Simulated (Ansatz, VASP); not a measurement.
# InSb: VASP beside Ansatz

The input INCAR:

```
PREC = Accurate ; ENCUT = 520
EDIFF = 1E-6 ; ISMEAR = 0
SIGMA = 0.15 ; LREAL = False
LASPH = True ; NELM = 80
ALGO = Normal ; ISIF = 2
LWAVE = False ; LCHARG = False
NBANDS = 16
```

The input KPOINTS:

```
regular mesh
0
Gamma
  16 16 8
```

File POSCAR:

```
InSb
1.0
    2.8960387817      0.0000000000      0.0000000000
    0.0000000000      2.8960387817      0.0000000000
    0.0000000000      0.0000000000      5.4677212199
In Sb
1 1
Direct
    0.0000000000      0.0000000000      0.0000000000
    0.0000000000      0.0000000000      0.5000000000
```

Input for Ansatz:

```yaml
crystal:
  lattice:
    - [2.8960387817, 0.0, 0.0]
    - [0.0, 2.8960387817, 0.0]
    - [0.0, 0.0, 5.4677212199]
  atoms:
    - { symbol: In, position: [0.0, 0.0, 0.0] }
    - { symbol: Sb, position: [0.0, 0.0, 0.5] }
basis:
  ecutwfc: 420
kpoints:
  mp_grid: { grid: [16, 16, 8] }
hamiltonian:
  xc: lda
  pseudopotentials: { kind: paw, azcp: { folder: soft_1 } }
scf:
  occupations: { method: gaussian, width: 0.15 }
output:
  forces: true
  stress: true
  eigenvalues: true
```

Alike in both runs: task single point; functional LDA; k mesh 16 × 16 × 8; occupations gaussian, width 0.15 eV; no spin polarisation.

|  | VASP | Ansatz |
| --- | --- | --- |
| version | VASP 6.6.1 | Ansatz 0.2.0 |
| potentials or method | VASP PAW LDA potentials, release 64 (In_d, Sb), cutoff 520 eV | scalar-relativistic, plane waves, PAW |
| valence electrons in the cell | 18 | 28 |

```tsv
	VASP	Ansatz	Ansatz less VASP
gap on the k mesh at the Fermi level (eV)	none	none	-
pressure (GPa)	15.6	15.2	-0.35
traceless stress, the component that is largest in VASP (GPa)	8.78	8.89	+0.106
```

Ansatz warns that its potentials were made for another functional, while VASP's fit it. LDA's correlation is that of Perdew and Zunger in VASP and of Perdew and Wang (1992) in Ansatz. A gap of «none» marks a metal or a gap that the smearing closes. VASP's potentials hold 18 valence electrons a cell and Ansatz's 28, so a difference there can come from the potentials and not from the codes.

Spin-orbit coupling is off throughout.
